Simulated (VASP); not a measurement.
Set up this calculation in VASP 6.6.1, as the native input.

- Task: single point
- Functional: PBE
- Potentials or basis: VASP PAW PBE potentials, release 64 (Cu)
- Cutoff: 520 eV
- k mesh: 28 × 28 × 28
- Occupations: gaussian, width 0.1 eV
- Spin: no spin polarisation
- Dipole correction: no
- Further INCAR settings: ALGO = Normal; EDIFF = 1e-07; NBANDS = 12

The structure of Cu lies in POSCAR:

```
Cu
1.0
   -1.4726487432      1.4726487432      1.3841228075
    1.4726487432     -1.4726487432      1.3841228075
    1.4726487432      1.4726487432     -1.3841228075
Cu
1
Direct
    0.0000000000      0.0000000000      0.0000000000
```

The input as run:

INCAR

```
ALGO = Normal ; EDIFF = 1E-7
ENCUT = 520 ; GGA = PE
ISIF = 2 ; ISMEAR = 0
LASPH = T ; LCHARG = F
LREAL = F ; LWAVE = F
NBANDS = 12 ; NELM = 100
PREC = Accurate ; SIGMA = 0.1
```

KPOINTS

```
k-points
0
Gamma
  28 28 28
```

Potentials or basis: VASP PAW PBE potentials, release 64 (Cu).

Launch:

```console
$ cat potpaw_PBE.64/Cu/POTCAR > POTCAR
$ mpirun -np 1 vasp_std > vasp.out
```

Results of the run:

| Item | Value |
| --- | --- |
| Pressure | 0.6 GPa |

It took 94 s on 1 thread of Intel(R) Xeon(R) 6975P-C (Granite Rapids), on a shared host, peak memory 0.32 GiB.
